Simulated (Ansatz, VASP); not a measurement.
C in VASP and in Ansatz

```xyz
4
Lattice="2.4665 0.0000 0.0000 -1.2333 2.1361 0.0000 0.0000 0.0000 8.5291" Properties=species:S:1:pos:R:3 pbc="T T T"
C     0.0000    0.0000    2.1323
C     0.0000    0.0000    6.3968
C     0.0000    1.4240    2.1323
C     1.2333    0.7120    6.3968
```

Alike in both runs: functional PBE; k mesh 21 × 21 × 6; occupations gaussian, width 0.1 eV; no spin polarisation.

Ansatz relaxed the structure, and its values are those at the end. VASP's run is a single point on that final structure, the one shown.

|  | VASP | Ansatz |
| --- | --- | --- |
| version | VASP 6.6.1 | Ansatz 0.2.0 |
| potentials or method | VASP PAW PBE potentials, release 64 (C), cutoff 520 eV | scalar-relativistic, plane waves, PAW |
| valence electrons in the cell | 16 | 16 |

Ansatz gave:

| Item | Value |
| --- | --- |
| gap on the k mesh at the Fermi level (eV) | none |
| pressure (GPa) | 0.0 |

Question: What did VASP give for the same quantities?

Answer: gap on the k mesh at the Fermi level (eV): none; pressure (GPa): 0.4.

A gap of «none» marks a metal or a gap that the smearing closes. With one functional, cell and mesh, what is left measures potentials, basis and numerics.
